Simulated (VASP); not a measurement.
The system is AgCl.

```xyz
2
Lattice="0.0000 2.8714 3.2201 2.8714 0.0000 3.2201 2.8714 2.8714 0.0000" Properties=species:S:1:pos:R:3 pbc="T T T"
Ag    0.0000    0.0000    0.0000
Cl    1.4357    1.4357    1.6100
```

This cell differs from its parent crystal: epitaxial xy strain -4.1%.

Base run:

| Item | Value |
| --- | --- |
| Program | VASP 6.6.1 |
| Functional | r2SCAN |
| Potentials or basis | VASP PAW PBE potentials, release 64 (Ag, Cl) |
| Cutoff | 520 eV |
| k mesh | 8 × 8 × 8 |
| Occupations | gaussian, width 0.01 eV |
| Spin | no spin polarisation |

Its results: band gap on the k mesh 1.56 eV; pressure 0.0 GPa.

Q: The run is repeated on the same cell with these changes: functional from r2SCAN to PBE; occupations from gaussian, width 0.01 eV to fermi-dirac, width 0.02 eV. What comes out?

A: Band gap on the k mesh 1.20 eV; pressure 1.2 GPa.

Caveats: the structure was generated, so it needn't be the stable form of AgCl; the PAW data sets were made with another functional, which shifts forces and pressure a little (at least some runs).

